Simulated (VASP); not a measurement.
# ZnS (Sphalerite) (F-43m) in VASP: further runs

ZnS (Sphalerite) is run at these levels: PBE; tasks: relaxation of the atoms, single point.

All numbers are computed with VASP 6.6.1; they aren't measurements. Logs are shortened: lines on timing, memory, paths and dates and some standing lists are left out, and cuts for length are marked.

## (1) The cell of the first run

Symmetry: F-43m, No. 216, cubic system. The conventional cell has a = 5.341 Å, b = 5.341 Å, c = 5.341 Å, α = 90.00°, β = 90.00°, γ = 90.00°. Within 3.1 Å of Zn (site symmetry -43m) lie 4 S at 2.31 Å. Within 3.1 Å of S (site symmetry -43m) lie 4 Zn at 2.31 Å.

## (2) Relaxation of the atoms, PBE (volume scaled by 0.96)

Contents of INCAR:

```
  PREC = Accurate
  ENCUT = 520
  EDIFF = 1E-7
  ISMEAR = -1
  SIGMA = 0.02
  LREAL = False
  LASPH = True
  NELM = 100
  ALGO = Normal
  ISIF = 2
  LWAVE = False
  LCHARG = False
  GGA = PE
  IBRION = 2
  NSW = 80
  EDIFFG = -0.02
```

Contents of KPOINTS:

```
Automatic mesh
0
Gamma
  14 14 14
```

Contents of POSCAR:

```
ZnS
1.0
    0.0000000000      2.6706610553      2.6706610553
    2.6706610553      0.0000000000      2.6706610553
    2.6706610553      2.6706610553      0.0000000000
Zn S
1 1
Direct
    0.0000000000      0.0000000000      0.0000000000
    0.2500000000      0.2500000000      0.2500000000
```

Potentials or basis: VASP PAW PBE potentials, release 64 (Zn, S).

Started as:

```sh
$ cat potpaw_PBE.64/Zn/POTCAR potpaw_PBE.64/S/POTCAR > POTCAR
$ mpirun -np 1 vasp_std > vasp.out
```

OUTCAR:

```text
PREC = Accurate
   ENCUT = 520
   EDIFF = 1E-7
   ISMEAR = -1
   LREAL = False
   LASPH = True
   NELM = 100
   ISIF = 2
   GGA = PE
   IBRION = 2
   NSW = 80
   EDIFFG = -0.02

 ion  position               nearest neighbor table
   1  0.000  0.000  0.000-   2 2.31   2 2.31   2 2.31   2 2.31
   2  0.250  0.250  0.250-   1 2.31   1 2.31   1 2.31   1 2.31

  LATTYP: Found a face centered cubic cell.
 ALAT       =     5.3413221106

  Lattice vectors:

 A1 = (   0.0000000000,   2.6706610553,   2.6706610553)
 A2 = (   2.6706610553,   0.0000000000,   2.6706610553)
 A3 = (   2.6706610553,   2.6706610553,   0.0000000000)

Analysis of symmetry for initial positions (statically):
=====================================================================
 Subroutine PRICEL returns:
 Original cell was already a primitive cell.

 Routine SETGRP: Setting up the symmetry group for a
 face centered cubic supercell.

 Subroutine GETGRP returns: Found 24 space group operations
 (whereof 24 operations were pure point group operations)
 out of a pool of 48 trial point group operations.

The static configuration has the point symmetry T_d .

Analysis of symmetry for dynamics (positions and initial velocities):
=====================================================================
 Subroutine PRICEL returns:
 Original cell was already a primitive cell.

 Routine SETGRP: Setting up the symmetry group for a
 face centered cubic supercell.

 Subroutine GETGRP returns: Found 24 space group operations
 (whereof 24 operations were pure point group operations)
 out of a pool of 48 trial point group operations.

The dynamic configuration has the point symmetry T_d .

 Subroutine INISYM returns: Found 24 space group operations
 (whereof 24 operations are pure point group operations),
 and found     1 'primitive' translations

----------------------------------------------------------------------------------------

                                     Primitive cell

  volume of cell :      38.0966

  direct lattice vectors                    reciprocal lattice vectors
     0.000000000  2.670661055  2.670661055    -0.187219565  0.187219565  0.187219565
     2.670661055  0.000000000  2.670661055     0.187219565 -0.187219565  0.187219565
     2.670661055  2.670661055  0.000000000     0.187219565  0.187219565 -0.187219565

  length of vectors
     3.776885085  3.776885085  3.776885085     0.324273798  0.324273798  0.324273798

  position of ions in fractional coordinates (direct lattice)
     0.000000000  0.000000000  0.000000000
     0.250000000  0.250000000  0.250000000

  ion indices of the primitive-cell ions
   primitive index   ion index
                 1           1
                 2           2

----------------------------------------------------------------------------------------

 KPOINTS: Automatic mesh

Automatic generation of k-mesh.
 Grid dimensions read from file:
 generate k-points for:   14   14   14

 Generating k-lattice:

  Cartesian coordinates                     Fractional coordinates (reciprocal lattice)
    -0.013372826  0.013372826  0.013372826     0.071428571  0.000000000  0.000000000
     0.013372826 -0.013372826  0.013372826     0.000000000  0.071428571  0.000000000
     0.013372826  0.013372826 -0.013372826     0.000000000  0.000000000  0.071428571

  Length of vectors
     0.023162414  0.023162414  0.023162414

  Shift w.r.t. Gamma in fractional coordinates (k-lattice)
     0.000000000  0.000000000  0.000000000

 Subroutine IBZKPT returns following result:
 ===========================================

 Found    104 irreducible k-points:

 Following reciprocal coordinates:
            Coordinates               Weight
  0.000000  0.000000  0.000000      1.000000
  0.071429  0.000000  0.000000      8.000000
  0.142857  0.000000  0.000000      8.000000
  0.214286  0.000000  0.000000      8.000000
  0.285714  0.000000  0.000000      8.000000
  0.357143  0.000000  0.000000      8.000000
[... 16 lines left out ...]
  0.214286  0.142857  0.000000     24.000000
  0.285714  0.142857  0.000000     24.000000
 [... further k-points ...]
   k-points           NKPTS =    104   k-points in BZ     NKDIM =    104   number of bands    NBANDS=     13
   number of dos      NEDOS =    301   number of ions     NIONS =      2
   total plane-waves  NPLWV =  21952
   dimension x,y,z NGX =    28 NGY =   28 NGZ =   28
   dimension x,y,z NGXF=    56 NGYF=   56 NGZF=   56
   ions per type =               1   1
   NGX,Y,Z   is equivalent  to a cutoff of  12.32, 12.32, 12.32 a.u.
   NGXF,Y,Z  is equivalent  to a cutoff of  24.65, 24.65, 24.65 a.u.
 SYSTEM =  unknown system
   PREC   = accura    normal or accurate (medium, high low for compatibility)
   ISTART =      0    job   : 0-new  1-cont  2-samecut
   ICHARG =      2    charge: 1-file 2-atom 10-const
   ISPIN  =      1    spin polarized calculation?
   LNONCOLLINEAR =      F non collinear calculations
   LSORBIT =      F    spin-orbit coupling
   LASPH  =      T    aspherical Exc in radial PAW
   ENCUT  =  520.0 eV  38.22 Ry    6.18 a.u.   7.02  7.02  7.02*2*pi/ulx,y,z
   NELM   =    100;   NELMIN=  2; NELMDL= -5     # of ELM steps
   EDIFF  = 0.1E-06   stopping-criterion for ELM
   LREAL  =      F    real-space projection
   EDIFFG = -.2E-01   stopping-criterion for IOM
   NSW    =     80    number of steps for IOM
   IBRION =      2    ionic relax: 0-MD 1-quasi-New 2-CG
   NFREE  =      1    steps in history (QN), initial steepest desc. (CG)
   ISIF   =      2    stress and relaxation
   ISYM   =      2    0-nonsym 1-usesym 2-fastsym
   POTIM  = 0.5000    time-step for ionic-motion
   TEBEG  =    0.0;   TEEND  =   0.0 temperature during run
   PSTRESS=    0.0 pullay stress
   NELECT =      18.0000    total number of electrons
   NUPDOWN=      -1.0000    fix difference up-down
   EMIN   =  10.00;   EMAX   =-10.00  energy-range for DOS
   EFERMI =   0.00;   METHOD = LEGACY
   ISMEAR =    -1;   SIGMA  =   0.02  broadening in eV -4-tet -1-fermi 0-gaus
   EFERMI_NEDOS =   21; number of points for ismear=-14 and -15
   IALGO  =     38    algorithm
   IMIX   =      4    mixing-type and parameters
     AMIX     =   0.40;   BMIX     =  1.00
     AMIX_MAG =   1.60;   BMIX_MAG =  1.00
  volume/ion in A,a.u.               =      19.05       128.54
  Fermi-wavevector in a.u.,A,eV,Ry     =   1.275078  2.409549 22.120692  1.625825
  Thomas-Fermi vector in A             =   2.407811
   LORBIT       =      0    0 simple, 1 ext, 2 COOP (PROOUT), +10 PAW based schemes
   GGA     = PE    functional components
   LHFCALC =     F    Hartree Fock is set to
   AEXX    =    0.0000 exact exchange contribution
   IVDW    =     0    specifies the selected vdW correction
   LEPSILON=     F    determine dielectric tensor
   LRPA    =     F    only Hartree local field effects (RPA)
 conjugate gradient relaxation of ions
 non-spin polarized calculation
  energy-cutoff  :      520.00
  volume of cell :       38.10
 maximum number of plane-waves:      1039
   NGX = 13   NGY = 13   NGZ = 13

 number of electron      18.0000018 magnetization

 Free energy of the ion-electron system (eV)
  ---------------------------------------------------
  ext. energy  EPLUGINS =         0.00000000
  ---------------------------------------------------
  free energy    TOTEN  =        -6.82029622 eV

  energy without entropy =       -6.82029622  energy(sigma->0) =       -6.82029622

 E-fermi :   2.7891     XC(G=0):  -9.7958

 val. band max:        2.4400730862   @ k =   0.0000   0.0000   0.0000
 cond. band min:       4.7098678336   @ k =   0.0000   0.0000   0.0000
 fundamental gap:      2.2697947473
 Fermi energy:         2.7891402042

 k-point     1 :       0.0000    0.0000    0.0000
  band No.  band energies     occupation
      1     -10.9509      2.00000
      2      -4.0449      2.00000
      3      -4.0449      2.00000
      4      -4.0449      2.00000
      5      -3.5041      2.00000
      6      -3.5041      2.00000
      7       2.4401      2.00000
      8       2.4401      2.00000
      9       2.4401      2.00000
     10       4.7099      0.00000
     11       8.8099      0.00000
     12       8.8099      0.00000
     13       8.8099      0.00000

 k-point     2 :       0.0714    0.0000    0.0000
  band No.  band energies     occupation
      1     -10.9096      2.00000
      2      -4.0464      2.00000
      3      -4.0371      2.00000
      4      -4.0371      2.00000
      5      -3.5049      2.00000
      6      -3.5049      2.00000
      7       1.9810      2.00000
      8       2.3857      2.00000
      9       2.3857      2.00000
     10       5.0729      0.00000
     11       8.7580      0.00000
     12       8.9052      0.00000
     13       8.9052      0.00000

 k-point     3 :       0.1429    0.0000    0.0000
  band No.  band energies     occupation
      1     -10.7904      2.00000
      2      -4.0458      2.00000
      3      -4.0160      2.00000
      4      -4.0160      2.00000
      5      -3.5062      2.00000
      6      -3.5062      2.00000
      7       1.0544      2.00000
      8       2.2402      2.00000
      9       2.2402      2.00000
     10       5.6550      0.00000
     11       8.7706      0.00000
     12       9.1414      0.00000
     13       9.1414      0.00000
[... 305 lines left out ...]
 k-point    23 :       0.2143    0.1429    0.0000
  band No.  band energies     occupation
      1     -10.6014      2.00000
      2      -4.0810      2.00000
      3      -3.9606      2.00000
      4      -3.9601      2.00000
      5      -3.5345      2.00000
      6      -3.4815      2.00000
      7       0.4852      2.00000
      8       1.6502      2.00000
      9       1.6990      2.00000
     10       6.5747      0.00000
     11       7.7346      0.00000
     12       9.9554      0.00000
     13      10.0386      0.00000

 k-point    24 :       0.2857    0.1429    0.0000
  band No.  band energies     occupation
      1     -10.4147      2.00000
      2      -4.0608      2.00000
      3      -3.9274      2.00000
      4      -3.9244      2.00000
      5      -3.5323      2.00000
      6      -3.4742      2.00000
      7      -0.3697      2.00000
      8       1.4332      2.00000
      9       1.4737      2.00000
     10       6.7834      0.00000
     11       7.9864      0.00000
     12       9.9267      0.00000
     13      10.2971      0.00000

 [... further k-points ...]
[... 5 lines left out ...]
  --------------------------------------------------------------------------------------
  -------------------------------------------------------------------------------------
  Total        1.1105860      1.1105860      1.1105860     -0.0000000     -0.0000000      0.0000000
  in kB       46.7064076     46.7064076     46.7064076     -0.0000000     -0.0000000      0.0000000
  external PRESSURE =      46.7064076 kB  Pullay stress =       0.0000000 kB

 VOLUME and BASIS-vectors are now :
 -----------------------------------------------------------------------------
  energy-cutoff  :      520.00
  volume of cell :       38.10
      direct lattice vectors                 reciprocal lattice vectors
     0.000000000  2.670661055  2.670661055    -0.187219565  0.187219565  0.187219565
     2.670661055  0.000000000  2.670661055     0.187219565 -0.187219565  0.187219565
     2.670661055  2.670661055  0.000000000     0.187219565  0.187219565 -0.187219565

 POSITION                                       TOTAL-FORCE (eV/Angst)
 -----------------------------------------------------------------------------------
      0.00000      0.00000      0.00000         0.000000      0.000000      0.000000
      1.33533      1.33533      1.33533        -0.000000     -0.000000     -0.000000
 -----------------------------------------------------------------------------------
    total drift:                                0.000002      0.000002      0.000001

  FREE ENERGIE OF THE ION-ELECTRON SYSTEM (eV)
  ---------------------------------------------------
  free  energy   TOTEN  =        -6.8202962179 eV

  energy  without entropy=       -6.8202962179  energy(sigma->0) =       -6.82029622

 reached required accuracy - stopping structural energy minimisation
```

Run time: 42 s. Hardware: 1 thread of Intel Xeon 6975P-C, shared host; peak memory 0.19 GiB.

Results:

```yaml
Free_energy: -6.8203 eV
Pressure_after_relaxing: 4.7 GPa
Band_gap_on_the_k_mesh: 2.27 eV, direct
```

Final structure:
```cif
data_structure
_symmetry_space_group_name_H-M 'P 1'
_symmetry_Int_Tables_number 1
_cell_length_a 3.7769
_cell_length_b 3.7769
_cell_length_c 3.7769
_cell_angle_alpha 60.000
_cell_angle_beta 60.000
_cell_angle_gamma 60.000
_cell_volume 38.10
loop_
_atom_site_label
_atom_site_type_symbol
_atom_site_fract_x
_atom_site_fract_y
_atom_site_fract_z
_atom_site_occupancy
Zn1 Zn 0.00000 0.00000 0.00000 1
S1 S 0.25000 0.25000 0.25000 1
```

Caveat: the relaxation stopped at its first step, so nothing moved. A k mesh can miss the band edges.

(Part 1 of 3 ends here.)
